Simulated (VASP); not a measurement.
Wanted: the native input for a VASP 6.6.1 run.

```yaml
Task: single point
Functional: r2SCAN0
Potentials_or_basis: VASP PAW PBE potentials, release 64 (W_sv)
Cutoff: 520 eV
k_mesh: 7 × 7 × 7
Occupations: fermi-dirac, width 0.05 eV
Spin: no spin polarisation
Dipole_correction: no
Grid_for_exact_exchange_PRECFOCK: Normal
Further_INCAR_settings: ALGO = Normal; EDIFF = 1e-07; NBANDS = 13
Share_of_exact_exchange: 0.25
```

Crystal: W.

```xyz
1
Lattice="-1.5823 1.5823 1.5823 1.5823 -1.5823 1.5823 1.5823 1.5823 -1.5823" Properties=species:S:1:pos:R:3 pbc="T T T"
W     0.0000    0.0000    0.0000
```

These files were run (other wordings do the same):

POSCAR

```
W
1.0
   -1.5823450000      1.5823450000      1.5823450000
    1.5823450000     -1.5823450000      1.5823450000
    1.5823450000      1.5823450000     -1.5823450000
W
1
Direct
    0.0000000000      0.0000000000      0.0000000000
```

INCAR.step1

```
PREC = Accurate
ENCUT = 520
EDIFF = 1E-5
ISMEAR = -1
SIGMA = 0.05
LREAL = False
LASPH = True
NELM = 80
ALGO = Normal
ISIF = 2
LWAVE = True
LCHARG = False
GGA = PE
NBANDS = 13
```

INCAR.step2

```
PREC = Accurate
ENCUT = 520
EDIFF = 1E-7
ISMEAR = -1
SIGMA = 0.05
LREAL = False
LASPH = True
NELM = 80
ALGO = Normal
ISIF = 2
LWAVE = False
LCHARG = False
METAGGA = R2SCAN
LHFCALC = True
AEXX = 0.25
LMIXTAU = True
PRECFOCK = Normal
ISTART = 1
NBANDS = 13
```

KPOINTS

```
regular mesh
0
Gamma
  7 7 7
```

Potentials or basis: VASP PAW PBE potentials, release 64 (W_sv).

Launch:

```bash
$ cat potpaw_PBE.64/W_sv/POTCAR > POTCAR
$ cp INCAR.step1 INCAR
$ mpirun -np 1 vasp_std > vasp.out
$ cp INCAR.step2 INCAR
$ mpirun -np 1 vasp_std > vasp.out
```

Results of the run:

```yaml
Pressure: -1.1 GPa
Band_gap_on_the_k_mesh: zero (bands 7 and 8 overlap by 6.35 eV)
```

Caveat: the k points lie up to 0.40 Å⁻¹ apart, too coarse for converged energies and pressures of a metal; the PAW data sets were made with another functional, which shifts forces and pressure a little; spin-orbit coupling is left out, which moves the levels of the heavy elements.

Wall time 14 min on 1 thread of Intel(R) Xeon(R) 6975P-C (Granite Rapids) (shared host), peak memory 0.14 GiB.
